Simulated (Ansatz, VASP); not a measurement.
## Si24SnC23 in VASP and in Ansatz

```xyz
48
Lattice="6.1900 0.0000 0.0000 -3.0950 5.3607 0.0000 0.0000 0.0000 15.1700" Properties=species:S:1:pos:R:3 pbc="T T T"
Si    0.0000    0.0000    1.8962
Si   -1.5475    2.6803    1.8962
Si    3.0950    0.0000    1.8962
Si    1.5475    2.6803    1.8962
Si    0.0000    0.0000    9.4812
Si   -1.5475    2.6803    9.4812
Si    3.0950    0.0000    9.4812
Si    1.5475    2.6803    9.4812
Si    0.0000    1.7869    4.4251
Si   -1.5475    4.4672    4.4251
Si    3.0950    1.7869    4.4251
Si    1.5475    4.4672    4.4251
Si    1.5475    0.8934   12.0101
Si    0.0000    3.5738   12.0101
Si    4.6425    0.8934   12.0101
Si    3.0950    3.5738   12.0101
Si    0.0000    1.7869   14.5374
Si   -1.5475    4.4672   14.5374
Si    3.0950    1.7869   14.5374
Si    1.5475    4.4672   14.5374
Si    1.5475    0.8934    6.9524
Si    0.0000    3.5738    6.9524
Si    4.6425    0.8934    6.9524
Si    3.0950    3.5738    6.9524
Sn    0.0000    0.0000    0.0000
C    -1.5475    2.6803    0.0000
C     3.0950    0.0000    0.0000
C     1.5475    2.6803    0.0000
C     0.0000    0.0000    7.5850
C    -1.5475    2.6803    7.5850
C     3.0950    0.0000    7.5850
C     1.5475    2.6803    7.5850
C     0.0000    1.7869    2.5288
C    -1.5475    4.4672    2.5288
C     3.0950    1.7869    2.5288
C     1.5475    4.4672    2.5288
C     1.5475    0.8934   10.1138
C     0.0000    3.5738   10.1138
C     4.6425    0.8934   10.1138
C     3.0950    3.5738   10.1138
C     0.0000    1.7869   12.6412
C    -1.5475    4.4672   12.6412
C     3.0950    1.7869   12.6412
C     1.5475    4.4672   12.6412
C     1.5475    0.8934    5.0562
C     0.0000    3.5738    5.0562
C     4.6425    0.8934    5.0562
C     3.0950    3.5738    5.0562
```

Alike in both runs: task electric field gradients; functional PBE; k mesh 4 × 4 × 2; occupations fermi-dirac, width 0.01 eV; no spin polarisation.

|  | VASP | Ansatz |
| --- | --- | --- |
| version | VASP 6.6.1 | Ansatz 0.2.0 |
| potentials or method | VASP PAW PBE potentials, release 64 (Si, Sn_d, C) | plane-wave PAW, scalar-relativistic |
| plane-wave cutoff (eV) | 520 | 420 |
| valence electrons in the cell | 202 | 202 |

|  | VASP | Ansatz | Ansatz less VASP |
| --- | --- | --- | --- |
| gap on the k mesh at the Fermi level (eV) | 1.42 | 1.42 | +0.003 |
| pressure (GPa) | 17.6 | 17.7 | +0.08 |
| traceless stress, the component that is largest in VASP (GPa) | 0.65 | 0.67 | +0.019 |
| rms of the force components (eV/Å) | 3.147 | 3.151 | +0.0036 |
| size of Vzz on the site where it differs most (V/Å²) | 66.0 | 49.3 | -16.69 |

Atom by atom the forces differ by 0.004 eV/Å (rms over components).
